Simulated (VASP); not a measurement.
Input of a VASP 6.6.1 run:

Contents of INCAR:

```
SYSTEM = LiTa2O5
PREC = Accurate ; ENCUT = 600
EDIFF = 1E-6 ; ISMEAR = 0
SIGMA = 0.1 ; LREAL = .False.
LASPH = .True. ; NELM = 100
ALGO = Normal ; ISIF = 3
LWAVE = .False. ; LCHARG = .False.
GGA = PE ; IBRION = 2
NSW = 100 ; EDIFFG = -0.01
```

File KPOINTS:

```
Automatic mesh
0
Gamma
  12 12 10
  0 0 0
```

POSCAR

```
LiTa2O5
1.0
    5.7565899503      0.0000000000      0.0000000000
   -2.8782949751      4.9853531361      0.0000000000
    0.0000000000      0.0000000000      3.9016753559
Li Ta O
1 2 5
Direct
    0.0000000000      0.0000000000      0.0000000000
    0.3333333333      0.6666666667      0.5000000000
    0.6666666667      0.3333333333      0.5000000000
    0.3333333333      0.6666666667      0.0000000000
    0.0000000000      0.3165178251      0.5000000000
    0.6834821749      0.6834821749      0.5000000000
    0.3165178251      0.0000000000      0.5000000000
    0.6666666667      0.3333333333      0.0000000000
```

Potentials or basis: VASP PAW PBE potentials, release 64 (Li_sv, Ta_pv, O).

Run with:

```console
$ cat potpaw_PBE.64/Li_sv/POTCAR potpaw_PBE.64/Ta_pv/POTCAR potpaw_PBE.64/O/POTCAR > POTCAR
$ mpirun -np 1 vasp_std > vasp.out
```

Q: Estimate the relaxed volume.

A: 13.94 Å³/atom.

Q: Predict the band gap on the k mesh.

A: Zero (an odd number of electrons rules out a gap without spin polarisation).

Forces in eV/Å, atoms in the order of the input:
```
Li   0.000  0.000  0.000
Ta   0.000  0.000  0.000
Ta   0.000  0.000  0.000
O    0.000  0.000  0.000
O   -0.003  0.005  0.000
O   -0.003 -0.005  0.000
O    0.005  0.000  0.000
O    0.000  0.000  0.000
```

Caveat: the cutoff is under 1.25 times the usual one of these potentials, so pressure, stress and relaxed cells hold a basis-set (Pulay) error; spin-orbit coupling is left out, which moves the levels of the heavy elements; an odd number of electrons without spin polarisation forces a metal; a magnetic or distorted state may lie lower.
